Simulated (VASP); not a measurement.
Input of a VASP 6.6.1 run:

POSCAR

```
Zn
1.0
    0.0000000000      2.0033108028      2.0033108028
    2.0033108028      0.0000000000      2.0033108028
    2.0033108028      2.0033108028      0.0000000000
Zn
1
Direct
    0.0000000000      0.0000000000      0.0000000000
```

File INCAR.step1:

```
PREC     = Accurate       # precision mode
ENCUT    = 520            # plane-wave cutoff, eV
EDIFF    = 1E-5           # SCF threshold, eV
ISMEAR   = -1             # smearing method
SIGMA    = 0.05           # smearing width, eV
LREAL    = F              # projectors in reciprocal space
LASPH    = T              # aspherical terms in the spheres
NELM     = 80             # most SCF steps
ALGO     = Normal         # electronic algorithm
ISIF     = 2              # what is computed and relaxed
LWAVE    = T              # write WAVECAR
LCHARG   = F              # write CHGCAR
NBANDS   = 12             # bands
GGA      = PE             # functional
```

The input INCAR.step2:

```
PREC     = Accurate       # precision mode
ENCUT    = 520            # plane-wave cutoff, eV
EDIFF    = 1E-6           # SCF threshold, eV
ISMEAR   = -1             # smearing method
SIGMA    = 0.05           # smearing width, eV
LREAL    = F              # projectors in reciprocal space
LASPH    = T              # aspherical terms in the spheres
NELM     = 80             # most SCF steps
ALGO     = Normal         # electronic algorithm
ISIF     = 2              # what is computed and relaxed
LWAVE    = F              # write WAVECAR
LCHARG   = F              # write CHGCAR
GGA      = PE             # functional
LHFCALC  = T              # exact exchange
HFSCREEN = 0.2079         # screening, 1/A
PRECFOCK = Normal       
NBANDS   = 12             # bands
ISTART   = 1
```

KPOINTS

```
regular mesh
0
Gamma
  8 8 8
```

Potentials or basis: VASP PAW PBE potentials, release 64 (Zn).

Run with:

```console
$ cat potpaw_PBE.64/Zn/POTCAR > POTCAR
$ cp INCAR.step1 INCAR
$ mpirun -np 1 vasp_std > vasp.out
$ cp INCAR.step2 INCAR
$ mpirun -np 1 vasp_std > vasp.out
```

Question: What does it give for the band gap on the k mesh?

Answer: Zero (bands 6 and 7 overlap by 4.01 eV).

Question: What does it give for the pressure?

Answer: -3.1 GPa.

Caveat: the cell stands under tension; the PAW data sets were made with another functional, which shifts forces and pressure a little.
